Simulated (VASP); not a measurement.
Here is a VASP 6.6.1 calculation.

File INCAR:

```
SYSTEM = Si
PREC = Accurate
ENCUT = 520
EDIFF = 1E-8
ISMEAR = 0
SIGMA = 0.01
LREAL = .FALSE.
LASPH = .TRUE.
NELM = 80
ALGO = Normal
ISIF = 2
LWAVE = .FALSE.
LCHARG = .FALSE.
GGA = PS
IBRION = 8
NSW = 1
LEPSILON = .TRUE.
```

File KPOINTS:

```
Automatic mesh
0
G
  6 6 6
  0 0 0
```

POSCAR

```
Si
1.0
    0.0000000000      2.7168299795      2.7168299795
    2.7168299795      0.0000000000      2.7168299795
    2.7168299795      2.7168299795      0.0000000000
Si
2
Direct
    0.0000000000      0.0000000000      0.0000000000
    0.2500000000      0.2500000000      0.2500000000
```

Potentials or basis: VASP PAW PBE potentials, release 64 (Si).

Launch:

```bash
$ cat potpaw_PBE.64/Si/POTCAR > POTCAR
$ mpirun -np 1 vasp_std > vasp.out
```

(1) Estimate the electronic dielectric tensor (diagonal).

(2) Estimate the Born charges (mean of the diagonal).

(3) What does it give for the highest phonon frequency at Γ?

Results:

(1) 17.07.

(2) Si +0.00 e.

(3) 511 cm⁻¹.
